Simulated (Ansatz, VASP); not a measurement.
**WS in VASP and in Ansatz**

```
CELL_PARAMETERS angstrom
0.00000 2.44991 2.44991
2.44991 0.00000 2.44991
2.44991 2.44991 0.00000
ATOMIC_POSITIONS crystal
W 0.00000 0.00000 0.00000
S 0.50000 0.50000 0.50000
```

Alike in both runs: task single point; functional PBEsol; k mesh 14 × 14 × 14; occupations gaussian, width 0.1 eV; collinear spin.

```csv
,VASP,Ansatz
version,VASP 6.6.1,Ansatz 0.2.0
potentials or method,"VASP PAW PBE potentials, release 64 (W_sv, S), cutoff 520 eV","scalar-relativistic, plane waves, PAW"
valence electrons in the cell,20,20
```

|  | VASP | Ansatz | Ansatz less VASP |
| --- | --- | --- | --- |
| gap on the k mesh at the Fermi level (eV) | none | none | - |
| pressure (GPa) | 0.6 | 0.0 | -0.62 |
| net moment per atom (μB) | 0.00 | 0.00 | 0.000 |

VASP's potentials were made for PBE, not for PBEsol. A gap of «none» marks a metal or a gap that the smearing closes. With one functional, cell and mesh, what is left measures potentials, basis and numerics. Ansatz's warnings: seeded moment not kept.

Neither program's run includes spin-orbit coupling.
